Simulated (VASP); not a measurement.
Runs of VASP 6.6.1 on Ir. The structure is that of space group Fm-3m (No. 225), or close to it. The cells are those of the table. 

```csv
potentials or basis,cell,k mesh,cutoff (eV),smearing,second run,gap on the mesh (eV),pressure (GPa)
"VASP PAW PBE potentials, release 64 (Ir_sv_GW)","a = 2.719 Å, angles 60.0°, 1 atom",14 × 14 × 14,550,fermi-dirac 0.6 eV,valence_matched,none,7.3
"VASP PAW PBE potentials, release 64 (Ir)","a = 2.719 Å, angles 60.0°, 1 atom",14 × 14 × 14,520,fermi-dirac 0.6 eV,-,none,(a)
"VASP PAW PBE potentials, release 64 (Ir)","a = 2.719 Å, angles 60.0°, 1 atom",14 × 14 × 14,520,methfessel-paxton 0.3 eV,-,none,2.2
"VASP PAW PBE potentials, release 64 (Ir)","a = 2.645 Å, angles 60.0°, 1 atom",23 × 23 × 23,520,fermi-dirac 0.1 eV,-,none,42.2
"VASP PAW PBE potentials, release 64 (Ir)","a = 2.719 Å, angles 60.0°, 1 atom",14 × 14 × 14,520,gaussian 0.2 eV,-,none,(b)
"VASP PAW PBE potentials, release 64 (Ir)","a = 2.719 Å, angles 60.0°, 1 atom",23 × 23 × 23,520,fermi-dirac 0.1 eV,-,none,2.2
"VASP PAW PBE potentials, release 64 (Ir)","a = 2.719 Å, angles 60.0°, 1 atom",14 × 14 × 14,520,gaussian 0.03 eV,-,none,2.2
"VASP PAW PBE potentials, release 64 (Ir)","a = 2.719 Å, angles 60.0°, 1 atom",14 × 14 × 14,520,methfessel-paxton 0.1 eV,-,none,2.2
"VASP PAW PBE potentials, release 64 (Ir)","a = 2.719 Å, angles 60.0°, 1 atom",14 × 14 × 14,520,gaussian 0.6 eV,-,none,3.8
"VASP PAW PBE potentials, release 64 (Ir)","a = 2.719 Å, angles 60.0°, 1 atom",4 × 4 × 4,520,fermi-dirac 0.1 eV,-,none,-8.0
"VASP PAW PBE potentials, release 64 (Ir)","a = 2.755 Å, angles 60.0°, 1 atom",23 × 23 × 23,520,fermi-dirac 0.1 eV,-,none,-11.6
"VASP PAW PBE potentials, release 64 (Ir)","a = 2.719 Å, angles 60.0°, 1 atom",15 × 15 × 15,520,fermi-dirac 0.1 eV,-,none,2.1
```

Alike in all rows: task single point; level r2SCAN; no spin polarisation.

Problem. Estimate the missing entries.

Solution. (a) 12.1; (b) 2.4.

Caveats: some runs use coarse meshes; the PAW data sets were made with another functional, which shifts forces and pressure a little; spin-orbit coupling is left out, which moves the levels of the heavy elements.

A k mesh can miss the band edges, and the runs leave out spin-orbit coupling on Ir.

A gap of «none» marks levels without a gap at the run's occupations.

The runs don't all hold the same shells in valence.
